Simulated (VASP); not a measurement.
# InP3 (R-3m) in VASP: further runs

InP3 is run at these levels: r2SCAN; tasks: single point.

All numbers are computed with VASP 6.6.1; they aren't measurements. Logs are shortened: lines on timing, memory, paths and dates and some standing lists are left out, and cuts for length are marked.

### 1 The cell of the first run

The structure is trigonal, space group R-3m (No. 166). Conventional cell: a = 7.297 Å, b = 7.297 Å, c = 9.355 Å, α = 90.00°, β = 90.00°, γ = 120.00°. In (site symmetry 3m) has 6 P at 2.56 to 2.78 Å within 3.4 Å. P (site symmetry m) has 2 P at 2.19 Å and 2 In at 2.56 to 2.78 Å within 2.9 Å.

### 2 Single point, r2SCAN (17.97 Å³/atom)

Input file POSCAR:

```
InP3
1.0
    3.6483512520      2.1063765774      3.1182729775
   -3.6483512520      2.1063765774      3.1182729775
    0.0000000000     -4.2127531549      3.1182729775
In P
2 6
Direct
    0.2770653924      0.2770653924      0.2770653924
    0.7229346076      0.7229346076      0.7229346076
    0.7917441429      0.2398357948      0.7917441429
    0.7917441429      0.7917441429      0.2398357948
    0.2398357948      0.7917441429      0.7917441429
    0.2082558571      0.7601642052      0.2082558571
    0.7601642052      0.2082558571      0.2082558571
    0.2082558571      0.2082558571      0.7601642052
```

Input file INCAR.step1:

```
ALGO     = Normal         # electronic algorithm
EDIFF    = 1E-4           # SCF threshold, eV
ENCUT    = 520            # plane-wave cutoff, eV
GGA      = PE             # functional
ISMEAR   = 0              # smearing method
LASPH    = T              # aspherical terms in the spheres
LCHARG   = F              # write CHGCAR
LREAL    = F              # projectors in reciprocal space
LWAVE    = T              # write WAVECAR
NBANDS   = 38             # bands
NELM     = 100            # most SCF steps
PREC     = Accurate       # precision mode
SIGMA    = 0.1            # smearing width, eV
```

Input file INCAR.step2:

```
ALGO     = Normal         # electronic algorithm
EDIFF    = 1E-6           # SCF threshold, eV
ENCUT    = 520            # plane-wave cutoff, eV
ISIF     = 2              # what is computed and relaxed
ISMEAR   = 0              # smearing method
ISTART   = 1            
LASPH    = T              # aspherical terms in the spheres
LCHARG   = T              # write CHGCAR
LELF     = T              # ELF
LMIXTAU  = T            
LREAL    = F              # projectors in reciprocal space
LVHAR    = T            
LWAVE    = F              # write WAVECAR
METAGGA  = R2SCAN         # meta-GGA
NBANDS   = 38             # bands
NELM     = 100            # most SCF steps
PREC     = Accurate       # precision mode
SIGMA    = 0.1            # smearing width, eV
```

Input file KPOINTS:

```
k-points
0
Gamma
  6 6 6
```

Potentials or basis: VASP PAW PBE potentials, release 64 (In_d, P).

Command:

```bash
cat potpaw_PBE.64/In_d/POTCAR potpaw_PBE.64/P/POTCAR > POTCAR
cp INCAR.step1 INCAR
mpirun -np 1 vasp_std > vasp.out
cp INCAR.step2 INCAR
mpirun -np 1 vasp_std > vasp.out
```

OUTCAR:

```text
EDIFF = 1E-6
   ENCUT = 520
   ISIF = 2
   ISMEAR = 0
   ISTART = 1
   LASPH = T
   LREAL = F
   METAGGA = R2SCAN
   NELM = 100
   PREC = Accurate

 ion  position               nearest neighbor table
   1  0.277  0.277  0.277-   6 2.56   7 2.56   8 2.56   6 2.78   7 2.78   8 2.78
   2  0.723  0.723  0.723-   3 2.56   5 2.56   4 2.56   3 2.78   5 2.78   4 2.78
   3  0.792  0.240  0.792-   8 2.19   7 2.19   2 2.56   2 2.78
   4  0.792  0.792  0.240-   6 2.19   7 2.19   2 2.56   2 2.78
   5  0.240  0.792  0.792-   8 2.19   6 2.19   2 2.56   2 2.78
   6  0.208  0.760  0.208-   4 2.19   5 2.19   1 2.56   1 2.78
   7  0.760  0.208  0.208-   4 2.19   3 2.19   1 2.56   1 2.78
   8  0.208  0.208  0.760-   3 2.19   5 2.19   1 2.56   1 2.78

  LATTYP: Found a trigonal (rhomboedric) cell.
 ALAT       =     5.2412704095
 COS(alpha) =     0.0309411526

  Lattice vectors:

 A1 = (   3.6483512520,   2.1063765774,   3.1182729775)
 A2 = (  -3.6483512520,   2.1063765774,   3.1182729775)
 A3 = (   0.0000000000,  -4.2127531549,   3.1182729775)

Analysis of symmetry for initial positions (statically):
=====================================================================
 Subroutine PRICEL returns:
 Original cell was already a primitive cell.

 Routine SETGRP: Setting up the symmetry group for a
 trigonal (rhombohedral) supercell.

 Subroutine GETGRP returns: Found 12 space group operations
 (whereof 12 operations were pure point group operations)
 out of a pool of 12 trial point group operations.

The static configuration has the point symmetry D_3d.

Analysis of symmetry for dynamics (positions and initial velocities):
=====================================================================
 Subroutine PRICEL returns:
 Original cell was already a primitive cell.

 Routine SETGRP: Setting up the symmetry group for a
 trigonal (rhombohedral) supercell.

 Subroutine GETGRP returns: Found 12 space group operations
 (whereof 12 operations were pure point group operations)
 out of a pool of 12 trial point group operations.

The dynamic configuration has the point symmetry D_3d.

 Subroutine INISYM returns: Found 12 space group operations
 (whereof 12 operations are pure point group operations),
 and found     1 'primitive' translations

----------------------------------------------------------------------------------------

                                     Primitive cell

  volume of cell :     143.7799

  direct lattice vectors                    reciprocal lattice vectors
     3.648351252  2.106376577  3.118272978     0.137048208  0.079124820  0.106896778
    -3.648351252  2.106376577  3.118272978    -0.137048208  0.079124820  0.106896778
     0.000000000 -4.212753155  3.118272978     0.000000000 -0.158249639  0.106896778

  length of vectors
     5.241270410  5.241270410  5.241270410     0.190970860  0.190970860  0.190970860

  position of ions in fractional coordinates (direct lattice)
     0.277065392  0.277065392  0.277065392
     0.722934608  0.722934608  0.722934608
     0.791744143  0.239835795  0.791744143
     0.791744143  0.791744143  0.239835795
     0.239835795  0.791744143  0.791744143
     0.208255857  0.760164205  0.208255857
     0.760164205  0.208255857  0.208255857
     0.208255857  0.208255857  0.760164205

  ion indices of the primitive-cell ions
   primitive index   ion index
                 1           1
                 2           2
                 3           3
                 4           4
                 5           5
                 6           6
                 7           7
                 8           8

----------------------------------------------------------------------------------------

 KPOINTS: k-points

Automatic generation of k-mesh.
 Grid dimensions read from file:
 generate k-points for:    6    6    6

 Generating k-lattice:

  Cartesian coordinates                     Fractional coordinates (reciprocal lattice)
     0.022841368  0.013187470  0.017816130     0.166666667 -0.000000000  0.000000000
    -0.022841368  0.013187470  0.017816130    -0.000000000  0.166666667  0.000000000
     0.000000000 -0.026374940  0.017816130    -0.000000000 -0.000000000  0.166666667

  Length of vectors
     0.031828477  0.031828477  0.031828477

  Shift w.r.t. Gamma in fractional coordinates (k-lattice)
     0.000000000  0.000000000  0.000000000

 Subroutine IBZKPT returns following result:
 ===========================================

 Found     32 irreducible k-points:

 Following reciprocal coordinates:
            Coordinates               Weight
  0.000000  0.000000  0.000000      1.000000
  0.166667  0.000000  0.000000      6.000000
  0.333333  0.000000  0.000000      6.000000
  0.500000 -0.000000  0.000000      3.000000
  0.166667  0.166667  0.000000      6.000000
  0.333333  0.166667  0.000000     12.000000
[... 16 lines left out ...]
  0.500000  0.500000  0.166667      6.000000
 -0.333333  0.500000  0.166667     12.000000
 [... further k-points ...]
   k-points           NKPTS =     32   k-points in BZ     NKDIM =     32   number of bands    NBANDS=     38
   number of dos      NEDOS =    301   number of ions     NIONS =      8
   total plane-waves  NPLWV =  64000
   dimension x,y,z NGX =    40 NGY =   40 NGZ =   40
   dimension x,y,z NGXF=    80 NGYF=   80 NGZF=   80
   ions per type =               2   6
   NGX,Y,Z   is equivalent  to a cutoff of  12.69, 12.69, 12.69 a.u.
   NGXF,Y,Z  is equivalent  to a cutoff of  25.37, 25.37, 25.37 a.u.
 SYSTEM =  unknown system
   PREC   = accura    normal or accurate (medium, high low for compatibility)
   ISTART =      1    job   : 0-new  1-cont  2-samecut
   ICHARG =      0    charge: 1-file 2-atom 10-const
   ISPIN  =      1    spin polarized calculation?
   LNONCOLLINEAR =      F non collinear calculations
   LSORBIT =      F    spin-orbit coupling
   LASPH  =      T    aspherical Exc in radial PAW
   ENCUT  =  520.0 eV  38.22 Ry    6.18 a.u.   9.75  9.75  9.75*2*pi/ulx,y,z
   NELM   =    100;   NELMIN=  2; NELMDL=  0     # of ELM steps
   EDIFF  = 0.1E-05   stopping-criterion for ELM
   LREAL  =      F    real-space projection
   EDIFFG = 0.1E-04   stopping-criterion for IOM
   NSW    =      0    number of steps for IOM
   IBRION =     -1    ionic relax: 0-MD 1-quasi-New 2-CG
   NFREE  =      0    steps in history (QN), initial steepest desc. (CG)
   ISIF   =      2    stress and relaxation
   ISYM   =      2    0-nonsym 1-usesym 2-fastsym
   POTIM  = 0.5000    time-step for ionic-motion
   TEBEG  =    0.0;   TEEND  =   0.0 temperature during run
   PSTRESS=    0.0 pullay stress
   NELECT =      56.0000    total number of electrons
   NUPDOWN=      -1.0000    fix difference up-down
   EMIN   =  10.00;   EMAX   =-10.00  energy-range for DOS
   EFERMI =   0.00;   METHOD = LEGACY
   ISMEAR =     0;   SIGMA  =   0.10  broadening in eV -4-tet -1-fermi 0-gaus
   EFERMI_NEDOS =   21; number of points for ismear=-14 and -15
   IALGO  =     38    algorithm
   IMIX   =      4    mixing-type and parameters
     AMIX     =   0.40;   BMIX     =  1.00
     AMIX_MAG =   1.60;   BMIX_MAG =  1.00
  volume/ion in A,a.u.               =      17.97       121.28
  Fermi-wavevector in a.u.,A,eV,Ry     =   1.195560  2.259281 19.447684  1.429364
  Thomas-Fermi vector in A             =   2.331523
   LORBIT       =      0    0 simple, 1 ext, 2 COOP (PROOUT), +10 PAW based schemes
   METAGGA = R2SCAN    functional components
   LHFCALC =     F    Hartree Fock is set to
   AEXX    =    0.0000 exact exchange contribution
   IVDW    =     0    specifies the selected vdW correction
   LEPSILON=     F    determine dielectric tensor
   LRPA    =     F    only Hartree local field effects (RPA)
 non-spin polarized calculation
 Gauss-broadening in eV      SIGMA  =   0.10
  energy-cutoff  :      520.00
  volume of cell :      143.78
 maximum number of plane-waves:      3893
   NGX = 19   NGY = 19   NGZ = 19

 number of electron      56.0000001 magnetization

 Free energy of the ion-electron system (eV)
  ---------------------------------------------------
  ext. energy  EPLUGINS =         0.00000000
  ---------------------------------------------------
  free energy    TOTEN  =       -99.64972444 eV

  energy without entropy =      -99.64423693  energy(sigma->0) =      -99.64698069

 E-fermi :   8.0256     XC(G=0): -11.2319

 val. band max:        7.9896011121   @ k =   0.0000   0.0000   0.0000
 cond. band min:       8.0545340496   @ k =   0.1667   0.0000   0.0000
 fundamental gap:      0.0649329375
 Fermi energy:         8.0255970210

 k-point     1 :       0.0000    0.0000    0.0000
  band No.  band energies     occupation
      1      -7.6009      2.00000
      2      -7.3958      2.00000
      3      -7.3958      2.00000
      4      -7.1694      2.00000
      5      -7.1694      2.00000
      6      -7.0322      2.00000
[... 30 lines left out ...]
     37      15.1516      0.00000
     38      15.3603      0.00000

 k-point     2 :       0.1667    0.0000    0.0000
  band No.  band energies     occupation
      1      -7.5740      2.00000
      2      -7.3788      2.00000
      3      -7.3064      2.00000
      4      -7.1794      2.00000
      5      -7.1565      2.00000
      6      -7.0330      2.00000
[... 30 lines left out ...]
     37      14.1094      0.00000
     38      14.6563      0.00000

 k-point     3 :       0.3333    0.0000    0.0000
  band No.  band energies     occupation
      1      -7.5352      2.00000
      2      -7.3373      2.00000
      3      -7.2067      2.00000
      4      -7.1859      2.00000
      5      -7.0726      2.00000
      6      -7.0340      2.00000
[... 30 lines left out ...]
     37      14.1603      0.00000
[... 781 lines left out ...]
 k-point    23 :       0.5000    0.5000    0.1667
  band No.  band energies     occupation
      1      -7.4078      2.00000
      2      -7.2177      2.00000
      3      -7.1440      2.00000
      4      -7.1284      2.00000
      5      -7.1039      2.00000
      6      -7.0245      2.00000
[... 30 lines left out ...]
     37      13.0806      0.00000
     38      13.1214      0.00000

 k-point    24 :      -0.3333    0.5000    0.1667
  band No.  band energies     occupation
      1      -7.4363      2.00000
      2      -7.2193      2.00000
      3      -7.1744      2.00000
      4      -7.1384      2.00000
      5      -7.0719      2.00000
      6      -7.0304      2.00000
[... 30 lines left out ...]
     37      13.2359      0.00000
     38      13.3709      0.00000

 [... further k-points ...]

------------------------ aborting loop because EDIFF is reached ----------------------------------------

  FORCE on cell =-STRESS in cart. coord.  units (eV):
  Direction    XX          YY          ZZ          XY          YZ          ZX
  --------------------------------------------------------------------------------------
  -------------------------------------------------------------------------------------
  Total        8.1719121      8.1719121      8.2881851     -0.0000000     -0.0000000      0.0000000
  in kB       91.0617989     91.0617989     92.3574601     -0.0000000     -0.0000000      0.0000000
  external PRESSURE =      91.4936860 kB  Pullay stress =       0.0000000 kB

 VOLUME and BASIS-vectors are now :
 -----------------------------------------------------------------------------
  energy-cutoff  :      520.00
  volume of cell :      143.78
      direct lattice vectors                 reciprocal lattice vectors
     3.648351252  2.106376577  3.118272978     0.137048208  0.079124820  0.106896778
    -3.648351252  2.106376577  3.118272978    -0.137048208  0.079124820  0.106896778
     0.000000000 -4.212753155  3.118272978     0.000000000 -0.158249639  0.106896778

 POSITION                                       TOTAL-FORCE (eV/Angst)
 -----------------------------------------------------------------------------------
      0.00000     -0.00000      2.59190         0.000000     -0.000000      0.009715
      0.00000     -0.00000      6.76292         0.000000      0.000000     -0.009715
      2.01356     -1.16253      5.68562         0.051437     -0.029697      0.089628
      0.00000      2.32505      5.68562         0.000000      0.059394      0.089628
     -2.01356     -1.16253      5.68562        -0.051437     -0.029697      0.089628
     -2.01356      1.16253      3.66920        -0.051437      0.029697     -0.089628
      2.01356      1.16253      3.66920         0.051437      0.029697     -0.089628
      0.00000     -2.32505      3.66920         0.000000     -0.059394     -0.089628
 -----------------------------------------------------------------------------------
    total drift:                                0.000000      0.000000     -0.000000

  FREE ENERGIE OF THE ION-ELECTRON SYSTEM (eV)
  ---------------------------------------------------
  free  energy   TOTEN  =       -99.6497244429 eV

  energy  without entropy=      -99.6442369282  energy(sigma->0) =      -99.64698069
```

Run time: 18 min. Hardware: 1 thread of Intel Xeon 8259CL, shared host; peak memory 0.34 GiB.

Results:

* Free energy: -99.6497 eV
* Pressure: 9.1 GPa
* Largest force: 0.108 eV/Å
* Band gap on the k mesh: zero (bands 28 and 29 overlap by 0.13 eV)

Forces in eV/Å, atoms in the order of the input:
```
In   0.000  0.000  0.010
In   0.000  0.000 -0.010
P    0.051 -0.030  0.090
P    0.000  0.059  0.090
P   -0.051 -0.030  0.090
P   -0.051  0.030 -0.090
P    0.051  0.030 -0.090
P    0.000 -0.059 -0.090
```

Stress tensor (GPa, compression positive):
```
9.11 0.00 0.00
0.00 9.11 0.00
0.00 0.00 9.24
```

Levels at points of the mesh, in eV from the Fermi level:
```tsv
k point	band 25	band 26	band 27	band 28	band 29	band 30	band 31	band 32
(0.00, 0.00, 0.00)	-2.79	-2.01	-1.00	-1.00	-0.04	0.73	1.97	2.40
(0.50, 0.00, 0.00)	-2.71	-2.04	-1.40	-1.18	0.22	2.72	2.84	3.57
(0.50, 0.50, 0.00)	-1.62	-0.92	-0.74	-0.11	1.32	1.60	2.35	2.41
(0.50, 0.50, 0.50)	-0.11	-0.11	0.10	0.10	1.89	1.91	2.04	2.04
```

Caveat: the cell stands under pressure; semilocal functionals underestimate gaps, and a narrow one can read as zero; the PAW data sets were made with another functional, which shifts forces and pressure a little; spin-orbit coupling is left out, which moves the levels of the heavy elements.

### 3 Single point, r2SCAN (18.59 Å³/atom)

This run uses another cell than the first one, of 18.59 Å³/atom.

Input file POSCAR:

```
InP3
1.0
    3.6729890146      2.1206011963      3.1814630301
   -3.6729890146      2.1206011963      3.1814630301
    0.0000000000     -4.2412023926      3.1814630300
In P
2 6
Direct
    0.2751377391      0.2751377391      0.2751377391
    0.7248622609      0.7248622609      0.7248622609
    0.7934265964      0.2412391668      0.7934265964
    0.7934265964      0.7934265964      0.2412391668
    0.2412391668      0.7934265964      0.7934265964
    0.2065734036      0.7587608332      0.2065734036
    0.7587608332      0.2065734036      0.2065734036
    0.2065734036      0.2065734036      0.7587608332
```

Input file INCAR.step1:

```
SYSTEM = InP3
PREC     = Accurate       ! precision mode
ENCUT    = 520            ! plane-wave cutoff, eV
ISMEAR   = 0              ! smearing method
SIGMA    = 0.1            ! smearing width, eV
LREAL    = .FALSE.        ! projectors in reciprocal space
LASPH    = .TRUE.         ! aspherical terms in the spheres
NELM     = 60             ! most SCF steps
NBANDS   = 38             ! bands
GGA      = PE             ! functional
ALGO     = Normal         ! electronic algorithm
EDIFF    = 1E-4           ! SCF threshold, eV
LWAVE    = .TRUE.         ! write WAVECAR
LCHARG   = .FALSE.        ! write CHGCAR
```

Input file INCAR.step2:

```
SYSTEM = InP3
PREC     = Accurate       ! precision mode
ENCUT    = 520            ! plane-wave cutoff, eV
EDIFF    = 1E-6           ! SCF threshold, eV
ISMEAR   = 0              ! smearing method
SIGMA    = 0.1            ! smearing width, eV
LREAL    = .FALSE.        ! projectors in reciprocal space
LASPH    = .TRUE.         ! aspherical terms in the spheres
NELM     = 60             ! most SCF steps
ALGO     = Normal         ! electronic algorithm
ISIF     = 2              ! what is computed and relaxed
LWAVE    = .FALSE.        ! write WAVECAR
LCHARG   = .FALSE.        ! write CHGCAR
METAGGA  = R2SCAN         ! meta-GGA
LMIXTAU  = .TRUE.       
NBANDS   = 38             ! bands
ISTART   = 1
```

Input file KPOINTS:

```
Automatic mesh
0
G
  6 6 6
  0 0 0
```

Potentials or basis: VASP PAW PBE potentials, release 64 (In_d, P).

Command:

```bash
cat potpaw_PBE.64/In_d/POTCAR potpaw_PBE.64/P/POTCAR > POTCAR
cp INCAR.step1 INCAR
mpirun -np 1 vasp_std > vasp.out
cp INCAR.step2 INCAR
mpirun -np 1 vasp_std > vasp.out
```

It took 19 min on 1 thread of Intel Xeon 8259CL, shared host; peak memory 0.34 GiB.

It converged, with:

```
Free energy            : -99.8924 eV
Pressure               : 6.1 GPa
Largest force          : 0.106 eV/Å
Band gap on the k mesh : zero (bands 28 and 29 overlap by 0.20 eV)
```

Forces on the atoms (eV/Å):
```
In   0.000  0.000  0.012
In   0.000  0.000 -0.012
P    0.052 -0.030  0.088
P    0.000  0.060  0.088
P   -0.052 -0.030  0.088
P   -0.052  0.030 -0.088
P    0.052  0.030 -0.088
P    0.000 -0.060 -0.088
```

Stress tensor (GPa, compression positive):
```
6.03 0.00 0.00
0.00 6.03 0.00
0.00 0.00 6.16
```

Levels at points of the mesh, in eV from the Fermi level:
```
           k point  band 26  band 27  band 28  band 29  band 30  band 31
(0.00, 0.00, 0.00)    -1.97    -0.93    -0.93    -0.06     0.49     2.15
(0.50, 0.00, 0.00)    -1.87    -1.29    -1.17     0.39     2.84     2.87
(0.50, 0.50, 0.00)    -0.87    -0.69    -0.08     1.42     1.68     2.48
(0.50, 0.50, 0.50)    -0.08     0.14     0.14     1.91     2.07     2.07
```

Caveat: the cell stands under pressure; semilocal functionals underestimate gaps, and a narrow one can read as zero; the PAW data sets were made with another functional, which shifts forces and pressure a little; spin-orbit coupling is left out, which moves the levels of the heavy elements.

The gap in the log of VASP goes by the Fermi energy; the results here count the filled bands.